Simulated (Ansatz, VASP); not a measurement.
ZnAu: VASP beside Ansatz

Contents of INCAR:

```
SYSTEM = ZnAu
PREC = Accurate
ENCUT = 520
EDIFF = 1E-6
ISMEAR = 0
SIGMA = 0.15
LREAL = .False.
LASPH = .True.
NELM = 100
ALGO = Normal
ISIF = 2
LWAVE = .False.
LCHARG = .False.
GGA = PS
NBANDS = 18
```

The input KPOINTS:

```
regular mesh
0
Gamma
  16 16 16
  0 0 0
```

The input POSCAR:

```
ZnAu
1.0
    3.1470000000      0.0000000000      0.0000000000
    0.0000000000      3.1470000000      0.0000000000
    0.0000000000      0.0000000000      3.1470000000
Zn Au
1 1
Direct
    0.5794407372      0.5000000000      0.5000000000
    0.0000000000      0.0000000000      0.0000000000
```

Input for Ansatz:

```yaml
crystal:
  lattice:
    - [3.147, 0.0, 0.0]
    - [0.0, 3.147, 0.0]
    - [0.0, 0.0, 3.147]
  atoms:
    - { symbol: Zn, position: [0.5794407372, 0.5, 0.5] }
    - { symbol: Au, position: [0.0, 0.0, 0.0] }
basis:
  ecutwfc: 420
kpoints:
  mp_grid: { grid: [16, 16, 16] }
hamiltonian:
  xc: pbesol
scf:
  occupations: { method: gaussian, width: 0.15 }
output:
  forces: true
  stress: true
  eigenvalues: true
```

Change from the starting cell: all Zn atoms moved -0.250 Å, as atom 1 towards its neighbour atom 1 (Zn) at 3.147 Å.

Alike in both runs: task single point; functional PBEsol; k mesh 16 × 16 × 16; occupations gaussian, width 0.15 eV; no spin polarisation.

|  | VASP | Ansatz |
| --- | --- | --- |
| version | VASP 6.6.1 | Ansatz 0.2.0 |
| potentials or method | VASP PAW PBE potentials, release 64 (Zn, Au), cutoff 520 eV | scalar-relativistic, plane waves, PAW |
| valence electrons in the cell | 23 | 31 |

|  | VASP | Ansatz | Ansatz less VASP |
| --- | --- | --- | --- |
| gap on the k mesh at the Fermi level (eV) | none | none | - |
| pressure (GPa) | 0.9 | 0.7 | -0.18 |
| traceless stress, the component that is largest in VASP (GPa) | -1.84 | -1.81 | +0.030 |
| rms of the force components (eV/Å) | 0.494 | 0.485 | -0.0086 |

VASP's potentials were made for PBE, not for PBEsol. Atom by atom the forces differ by 0.009 eV/Å (rms over components). A gap of «none» marks a metal or a gap that the smearing closes. VASP's potentials hold 23 valence electrons a cell and Ansatz's 31, so a difference there can come from the potentials and not from the codes.

Neither program's run includes spin-orbit coupling.
